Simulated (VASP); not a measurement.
The system is Ru.

```xyz
2
Lattice="2.7058 0.0000 0.0000 -1.3529 2.3433 0.0000 0.0000 0.0000 4.2819" Properties=species:S:1:pos:R:3 pbc="T T T"
Ru    1.3529    0.7811    3.2114
Ru    0.0000    1.5622    1.0705
```

- Program: VASP 6.6.1
- Task: relaxation of cell and atoms
- Functional: SVWN5
- Potentials or basis: VASP PAW PBE potentials, release 64 (Ru_pv)
- Cutoff: 600 eV
- k mesh: 11 × 11 × 6
- Occupations: fermi-dirac, width 0.05 eV
- Spin: no spin polarisation

At the start: pressure -12.5 GPa; volume 13.57 Å³/atom.

Problem. Where does the relaxation end?

Solution. Over 9 steps the energy falls by 20.0 meV/atom and the volume is 13.08 Å³/atom (-3.6 %); space group P6_3/mmc (No. 194, to 0.1 Å) before and after.

The path:
```tsv
step	energy change (eV)	largest force (eV/Å)	pressure (GPa)	volume (Å³)
1	0.0000	0.0000	-12.53	27.15
2	0.4535	0.0000	59.57	23.19
3	-0.0399	0.0000	-0.71	26.21
4	-0.0400	0.0000	-0.12	26.17
5	-0.0400	0.0000	0.16	26.15
6	-0.0400	0.0000	-0.43	26.19
7	-0.0400	0.0000	-0.09	26.17
8	-0.0400	0.0000	0.07	26.16
9	-0.0400	0.0000	-0.03	26.16
```

Final structure:
```yaml
crystal:
  lattice:
    - [2.67268, 0.00000, 0.00000]
    - [-1.33634, 2.31461, 0.00000]
    - [0.00000, 0.00000, 4.22919]
  atoms:
    - { symbol: Ru, position: [0.66667, 0.33333, 0.75000] }
    - { symbol: Ru, position: [0.33333, 0.66667, 0.25000] }
```

Caveat: the PAW data sets were made with another functional, which shifts forces and pressure a little.
